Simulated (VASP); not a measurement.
## W: single point with LDA

System: W, a slab with vacuum.

```
CELL_PARAMETERS angstrom
2.03000 -2.03000 0.00000
2.03000 0.00000 -2.03000
11.58410 11.58410 11.58410
ATOMIC_POSITIONS crystal
W 0.66667 0.66667 0.05840
W 0.00000 0.00000 0.64254
W 0.33333 0.33333 0.17523
W 0.66667 0.66667 0.40888
W 0.00000 0.00000 0.29206
W 0.33333 0.33333 0.52571
```

This cell differs from its parent crystal: the distance across one plane changed.

```
Program             : VASP 6.6.1
Task                : single point
Functional          : LDA
Potentials or basis : VASP PAW LDA potentials, release 64 (W_sv)
Cutoff              : 520 eV
k mesh              : 19 × 19 × 4
Occupations         : gaussian, width 0.15 eV
Spin                : no spin polarisation
```

| Item | Value |
| --- | --- |
| Largest force | 0.584 eV/Å |
| Band gap on the k mesh | zero (bands 42 and 43 overlap by 1.53 eV) |

Forces on the atoms (eV/Å):
```
W    0.337  0.337  0.337
W   -0.337 -0.337 -0.337
W    0.048  0.048  0.048
W   -0.141 -0.141 -0.141
W    0.141  0.141  0.141
W   -0.048 -0.048 -0.048
```

Levels at points of the mesh, in eV from the Fermi level:
```
           k point  band 39  band 40  band 41  band 42  band 43  band 44  band 45  band 46
(0.00, 0.00, 0.00)    -0.51    -0.42    -0.42    -0.25    -0.25    -0.09    -0.09     0.02
(0.00, 0.00, 0.50)    -0.51    -0.42    -0.42    -0.25    -0.25    -0.09    -0.09     0.02
```

Wall time 37 min on 1 thread of Oxide Virtual Turin-like Processor, on a shared host, peak memory 0.72 GiB.

Caveat: the cell differs from its parent crystal (the distance across one plane changed); there is no dipole correction, which matters where the two faces differ; spin-orbit coupling is left out, which moves the levels of the heavy elements.
